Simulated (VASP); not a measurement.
# SiNi2 (P6_3/mmc) in VASP: a series of runs

The runs below take SiNi2 through single point, relaxation of cell and atoms, with PBEsol.

Everything below comes from runs of VASP 6.6.1. Logs are shortened: lines on timing, memory, paths and dates and some standing lists are left out, and cuts for length are marked.

## Step 1: The cell of the first run

The structure is hexagonal, space group P6_3/mmc (No. 194). Conventional cell: a = 4.101 Å, b = 4.101 Å, c = 5.212 Å, α = 90.00°, β = 90.00°, γ = 120.00°. Si (site symmetry -6m2) has 11 Ni at 2.37 to 2.70 Å within 3.1 Å. Within 3.4 Å of Ni (site symmetry -3m) lie 8 Ni at 2.61 to 2.70 Å and 6 Si at 2.70 Å. Ni (site symmetry -6m2) has 5 Si at 2.37 to 2.61 Å and 6 Ni at 2.70 Å within 3.1 Å.

## Step 2: Single point, PBEsol (equal strain along all axes, cell held: +6.0 %)

The input, INCAR:

```
PREC     = Accurate       # precision mode
ENCUT    = 520            # plane-wave cutoff, eV
EDIFF    = 1E-7           # SCF threshold, eV
ISMEAR   = 0              # smearing method
SIGMA    = 0.1            # smearing width, eV
LREAL    = F              # projectors in reciprocal space
LASPH    = T              # aspherical terms in the spheres
NELM     = 80             # most SCF steps
ALGO     = Fast           # electronic algorithm
ISIF     = 2              # what is computed and relaxed
LWAVE    = F              # write WAVECAR
LCHARG   = F              # write CHGCAR
GGA      = PS             # functional
NBANDS   = 33             # bands
```

The input, KPOINTS:

```
Automatic mesh
0
Gamma
  12 12 8
```

The input, POSCAR:

```
SiNi2
1.0
    4.1005713989      0.0000000000      0.0000000000
   -2.0502856994      3.5511990014      0.0000000000
    0.0000000000      0.0000000000      5.2120043724
Si Ni
2 4
Direct
    0.3333333333      0.6666666667      0.7500000000
    0.6666666667      0.3333333333      0.2500000000
    0.0000000000      0.0000000000      0.0000000000
    0.0000000000      0.0000000000      0.5000000000
    0.3333333333      0.6666666667      0.2500000000
    0.6666666667      0.3333333333      0.7500000000
```

Potentials or basis: VASP PAW PBE potentials, release 64 (Si, Ni).

Command:

```bash
> cat potpaw_PBE.64/Si/POTCAR potpaw_PBE.64/Ni/POTCAR > POTCAR
> mpirun -np 1 vasp_std > vasp.out
```

OUTCAR:

```text
PREC = Accurate
   ENCUT = 520
   EDIFF = 1E-7
   ISMEAR = 0
   LREAL = F
   LASPH = T
   NELM = 80
   ISIF = 2
   GGA = PS

 ion  position               nearest neighbor table
   1  0.333  0.667  0.750-   6 2.37   6 2.37   6 2.37   5 2.61   5 2.61   3 2.70   4 2.70   4 2.70
                             3 2.70   4 2.70   3 2.70
   2  0.667  0.333  0.250-   5 2.37   5 2.37   5 2.37   6 2.61   6 2.61   3 2.70   4 2.70   3 2.70
                             4 2.70   3 2.70   4 2.70
   3  0.000  0.000  0.000-   4 2.61   4 2.61   1 2.70   5 2.70   6 2.70   2 2.70   1 2.70   5 2.70
                             2 2.70   6 2.70   2 2.70   6 2.70   1 2.70   5 2.70
   4  0.000  0.000  0.500-   3 2.61   3 2.61   1 2.70   5 2.70   6 2.70   2 2.70   1 2.70   5 2.70
                             2 2.70   6 2.70   2 2.70   6 2.70   1 2.70   5 2.70
   5  0.333  0.667  0.250-   2 2.37   2 2.37   2 2.37   1 2.61   1 2.61   3 2.70   4 2.70   4 2.70
                             3 2.70   4 2.70   3 2.70
   6  0.667  0.333  0.750-   1 2.37   1 2.37   1 2.37   2 2.61   2 2.61   3 2.70   4 2.70   3 2.70
                             4 2.70   3 2.70   4 2.70

  LATTYP: Found a hexagonal cell.
 ALAT       =     4.1005713989
 C/A-ratio  =     1.2710434389

  Lattice vectors:

 A1 = (   4.1005713989,   0.0000000000,   0.0000000000)
 A2 = (  -2.0502856994,   3.5511990014,   0.0000000000)
 A3 = (   0.0000000000,   0.0000000000,   5.2120043724)

Analysis of symmetry for initial positions (statically):
=====================================================================
 Subroutine PRICEL returns:
 Original cell was already a primitive cell.

 Routine SETGRP: Setting up the symmetry group for a
 hexagonal supercell.

 Subroutine GETGRP returns: Found 24 space group operations
 (whereof 12 operations were pure point group operations)
 out of a pool of 24 trial point group operations.

The static configuration has the point symmetry D_3d.
 The point group associated with its full space group is D_6h.

Analysis of symmetry for dynamics (positions and initial velocities):
=====================================================================
 Subroutine PRICEL returns:
 Original cell was already a primitive cell.

 Routine SETGRP: Setting up the symmetry group for a
 hexagonal supercell.

 Subroutine GETGRP returns: Found 24 space group operations
 (whereof 12 operations were pure point group operations)
 out of a pool of 24 trial point group operations.

The dynamic configuration has the point symmetry D_3d.
 The point group associated with its full space group is D_6h.

 Subroutine INISYM returns: Found 24 space group operations
 (whereof 12 operations are pure point group operations),
 and found     1 'primitive' translations

----------------------------------------------------------------------------------------

                                     Primitive cell

  volume of cell :      75.8969

  direct lattice vectors                    reciprocal lattice vectors
     4.100571399  0.000000000  0.000000000     0.243868452  0.140797516  0.000000000
    -2.050285699  3.551199001  0.000000000     0.000000000  0.281595033  0.000000000
     0.000000000  0.000000000  5.212004372     0.000000000  0.000000000  0.191864766

  length of vectors
     4.100571399  4.100571399  5.212004372     0.281595033  0.281595033  0.191864766

  position of ions in fractional coordinates (direct lattice)
     0.333333333  0.666666667  0.750000000
     0.666666667  0.333333333  0.250000000
     0.000000000  0.000000000  0.000000000
     0.000000000  0.000000000  0.500000000
     0.333333333  0.666666667  0.250000000
     0.666666667  0.333333333  0.750000000

  ion indices of the primitive-cell ions
   primitive index   ion index
                 1           1
                 2           2
                 3           3
                 4           4
                 5           5
                 6           6

----------------------------------------------------------------------------------------

 KPOINTS: Automatic mesh

Automatic generation of k-mesh.
 Grid dimensions read from file:
 generate k-points for:   12   12    8

 Generating k-lattice:

  Cartesian coordinates                     Fractional coordinates (reciprocal lattice)
     0.020322371  0.011733126  0.000000000     0.083333333  0.000000000  0.000000000
     0.000000000  0.023466253  0.000000000     0.000000000  0.083333333  0.000000000
     0.000000000  0.000000000  0.023983096     0.000000000  0.000000000  0.125000000

  Length of vectors
     0.023466253  0.023466253  0.023983096

  Shift w.r.t. Gamma in fractional coordinates (k-lattice)
     0.000000000  0.000000000  0.000000000

 Subroutine IBZKPT returns following result:
 ===========================================

 Found     95 irreducible k-points:

 Following reciprocal coordinates:
            Coordinates               Weight
  0.000000  0.000000  0.000000      1.000000
  0.083333  0.000000  0.000000      6.000000
  0.166667  0.000000  0.000000      6.000000
  0.250000  0.000000  0.000000      6.000000
  0.333333  0.000000  0.000000      6.000000
  0.416667 -0.000000  0.000000      6.000000
[... 16 lines left out ...]
  0.250000  0.000000  0.125000     12.000000
  0.333333  0.000000  0.125000     12.000000
 [... further k-points ...]
   k-points           NKPTS =     95   k-points in BZ     NKDIM =     95   number of bands    NBANDS=     33
   number of dos      NEDOS =    301   number of ions     NIONS =      6
   total plane-waves  NPLWV =  36000
   dimension x,y,z NGX =    30 NGY =   30 NGZ =   40
   dimension x,y,z NGXF=    60 NGYF=   60 NGZF=   80
   ions per type =               2   4
   NGX,Y,Z   is equivalent  to a cutoff of  12.16, 12.16, 12.76 a.u.
   NGXF,Y,Z  is equivalent  to a cutoff of  24.33, 24.33, 25.52 a.u.
 SYSTEM =  unknown system
   PREC   = accura    normal or accurate (medium, high low for compatibility)
   ISTART =      0    job   : 0-new  1-cont  2-samecut
   ICHARG =      2    charge: 1-file 2-atom 10-const
   ISPIN  =      1    spin polarized calculation?
   LNONCOLLINEAR =      F non collinear calculations
   LSORBIT =      F    spin-orbit coupling
   LASPH  =      T    aspherical Exc in radial PAW
   ENCUT  =  520.0 eV  38.22 Ry    6.18 a.u.   7.62  7.62  9.69*2*pi/ulx,y,z
   NELM   =     80;   NELMIN=  2; NELMDL= -5     # of ELM steps
   EDIFF  = 0.1E-06   stopping-criterion for ELM
   LREAL  =      F    real-space projection
   EDIFFG = 0.1E-05   stopping-criterion for IOM
   NSW    =      0    number of steps for IOM
   IBRION =     -1    ionic relax: 0-MD 1-quasi-New 2-CG
   NFREE  =      0    steps in history (QN), initial steepest desc. (CG)
   ISIF   =      2    stress and relaxation
   ISYM   =      2    0-nonsym 1-usesym 2-fastsym
   POTIM  = 0.5000    time-step for ionic-motion
   TEBEG  =    0.0;   TEEND  =   0.0 temperature during run
   PSTRESS=    0.0 pullay stress
   NELECT =      48.0000    total number of electrons
   NUPDOWN=      -1.0000    fix difference up-down
   EMIN   =  10.00;   EMAX   =-10.00  energy-range for DOS
   EFERMI =   0.00;   METHOD = LEGACY
   ISMEAR =     0;   SIGMA  =   0.10  broadening in eV -4-tet -1-fermi 0-gaus
   EFERMI_NEDOS =   21; number of points for ismear=-14 and -15
   IALGO  =     68    algorithm
   IMIX   =      4    mixing-type and parameters
     AMIX     =   0.40;   BMIX     =  1.00
     AMIX_MAG =   1.60;   BMIX_MAG =  1.00
  volume/ion in A,a.u.               =      12.65        85.36
  Fermi-wavevector in a.u.,A,eV,Ry     =   1.405229  2.655498 26.867007  1.974669
  Thomas-Fermi vector in A             =   2.527711
   LORBIT       =      0    0 simple, 1 ext, 2 COOP (PROOUT), +10 PAW based schemes
   GGA     = PS    functional components
   LHFCALC =     F    Hartree Fock is set to
   AEXX    =    0.0000 exact exchange contribution
   IVDW    =     0    specifies the selected vdW correction
   LEPSILON=     F    determine dielectric tensor
   LRPA    =     F    only Hartree local field effects (RPA)
 non-spin polarized calculation
 RMM-DIIS sequential band-by-band and
 Gauss-broadening in eV      SIGMA  =   0.10
  energy-cutoff  :      520.00
  volume of cell :       75.90
 maximum number of plane-waves:      2077
   NGX = 15   NGY = 15   NGZ = 19

 number of electron      48.0000016 magnetization

 Free energy of the ion-electron system (eV)
  ---------------------------------------------------
  ext. energy  EPLUGINS =         0.00000000
  ---------------------------------------------------
  free energy    TOTEN  =       -38.38831133 eV

  energy without entropy =      -38.36670071  energy(sigma->0) =      -38.37750602

 E-fermi :   8.8875     XC(G=0): -12.3007

 val. band max:        8.8856798818   @ k =   0.2500   0.2500   0.1250
 cond. band min:       8.8898079740   @ k =   0.2500   0.1667   0.3750
 fundamental gap:      0.0041280922
 Fermi energy:         8.8875457658

 k-point     1 :       0.0000    0.0000    0.0000
  band No.  band energies     occupation
      1      -2.5157      2.00000
      2       1.3069      2.00000
      3       3.3586      2.00000
      4       4.6992      2.00000
      5       4.6992      2.00000
      6       5.6422      2.00000
[... 25 lines left out ...]
     32      13.1249      0.00000
     33      16.7257      0.00000

 k-point     2 :       0.0833    0.0000    0.0000
  band No.  band energies     occupation
      1      -2.4369      2.00000
      2       1.3252      2.00000
      3       3.4178      2.00000
      4       4.6665      2.00000
      5       4.7360      2.00000
      6       5.3869      2.00000
[... 25 lines left out ...]
     32      13.7291      0.00000
     33      16.3209      0.00000

 k-point     3 :       0.1667    0.0000    0.0000
  band No.  band energies     occupation
      1      -2.2032      2.00000
      2       1.3627      2.00000
      3       3.5918      2.00000
      4       4.5037      2.00000
      5       4.8447      2.00000
      6       5.0130      2.00000
[... 25 lines left out ...]
     32      15.1073      0.00000
     33      15.1723      0.00000

 k-point     4 :       0.2500    0.0000    0.0000
  band No.  band energies     occupation
      1      -1.8228      2.00000
      2       1.3611      2.00000
      3       3.8686      2.00000
      4       4.0160      2.00000
      5       4.8212      2.00000
      6       5.0196      2.00000
[... 25 lines left out ...]
     32      15.0481      0.00000
     33      15.4456      0.00000

 k-point     5 :       0.3333    0.0000    0.0000
  band No.  band energies     occupation
      1      -1.3142      2.00000
      2       1.2095      2.00000
      3       3.4228      2.00000
      4       4.2242      2.00000
      5       4.8506      2.00000
      6       5.2487      2.00000
[... 604 lines left out ...]
 k-point    22 :       0.1667    0.0000    0.1250
  band No.  band energies     occupation
      1      -2.1211      2.00000
      2       1.0668      2.00000
      3       3.7038      2.00000
      4       4.6503      2.00000
      5       4.8598      2.00000
      6       5.0039      2.00000
[... 25 lines left out ...]
     32      14.6551      0.00000
     33      15.2923      0.00000

 k-point    23 :       0.2500    0.0000    0.1250
  band No.  band energies     occupation
      1      -1.7425      2.00000
      2       1.1622      2.00000
      3       3.5979      2.00000
      4       4.3254      2.00000
      5       4.9402      2.00000
      6       5.0318      2.00000
[... 25 lines left out ...]
     32      14.8869      0.00000
     33      15.8856      0.00000

 k-point    24 :       0.3333    0.0000    0.1250
  band No.  band energies     occupation
      1      -1.2371      2.00000
      2       1.1317      2.00000
      3       3.2358      2.00000
      4       4.1662      2.00000
      5       5.1073      2.00000
      6       5.2560      2.00000
[... 25 lines left out ...]
     32      15.3464      0.00000
     33      16.2536      0.00000

 [... further k-points ...]
[... 5 lines left out ...]
  --------------------------------------------------------------------------------------
  -------------------------------------------------------------------------------------
  Total      -13.1063713    -13.1063713    -11.1288837     -0.0000000      0.0000000     -0.0000000
  in kB     -276.6743449   -276.6743449   -234.9297548     -0.0000000      0.0000000     -0.0000000
  external PRESSURE =    -262.7594816 kB  Pullay stress =       0.0000000 kB

 VOLUME and BASIS-vectors are now :
 -----------------------------------------------------------------------------
  energy-cutoff  :      520.00
  volume of cell :       75.90
      direct lattice vectors                 reciprocal lattice vectors
     4.100571399  0.000000000  0.000000000     0.243868452  0.140797516  0.000000000
    -2.050285699  3.551199001  0.000000000     0.000000000  0.281595033  0.000000000
     0.000000000  0.000000000  5.212004372     0.000000000  0.000000000  0.191864766

 POSITION                                       TOTAL-FORCE (eV/Angst)
 -----------------------------------------------------------------------------------
     -0.00000      2.36747      3.90900        -0.000000      0.000000      0.000000
      2.05029      1.18373      1.30300        -0.000000     -0.000000      0.000000
      0.00000      0.00000      0.00000         0.000000     -0.000000      0.000000
      0.00000      0.00000      2.60600         0.000000     -0.000000      0.000000
     -0.00000      2.36747      1.30300         0.000000      0.000000      0.000000
      2.05029      1.18373      3.90900         0.000000     -0.000000      0.000000
 -----------------------------------------------------------------------------------
    total drift:                                0.000000     -0.000000      0.000000

  FREE ENERGIE OF THE ION-ELECTRON SYSTEM (eV)
  ---------------------------------------------------
  free  energy   TOTEN  =       -38.3883113321 eV

  energy  without entropy=      -38.3667007051  energy(sigma->0) =      -38.37750602
```

Wall time 4.2 min (1 thread of Intel Xeon Platinum 8488C (Sapphire Rapids), shared host); peak memory 0.31 GiB.

Results:

```
Free energy            : -38.3883 eV
Pressure               : -26.3 GPa
Band gap on the k mesh : zero (band 24 reaches 11.00 eV, above the bottom of band 25 at 8.42 eV)
```

Stress tensor (GPa, compression positive):
```
-27.67   0.00   0.00
  0.00 -27.67   0.00
  0.00   0.00 -23.49
```

Levels at points of the mesh, in eV from the Fermi level:
```
           k point  band 22  band 23  band 24  band 25  band 26  band 27
(0.00, 0.00, 0.00)    -0.51     0.10     1.99     2.40     2.40     2.52
(0.50, 0.00, 0.00)    -0.99    -0.80    -0.56    -0.46     0.67     1.56
(0.00, 0.00, 0.50)    -1.01     1.46     1.46     2.84     2.84     2.84
(0.50, 0.00, 0.50)    -1.02    -0.75    -0.75     0.81     0.81     2.27
```

Caveat: the cell differs from its parent crystal (equal strain along all axes, cell held: +6.0 %); the PAW data sets were made with another functional, which shifts forces and pressure a little.

(Part 1 of 2 ends here.)
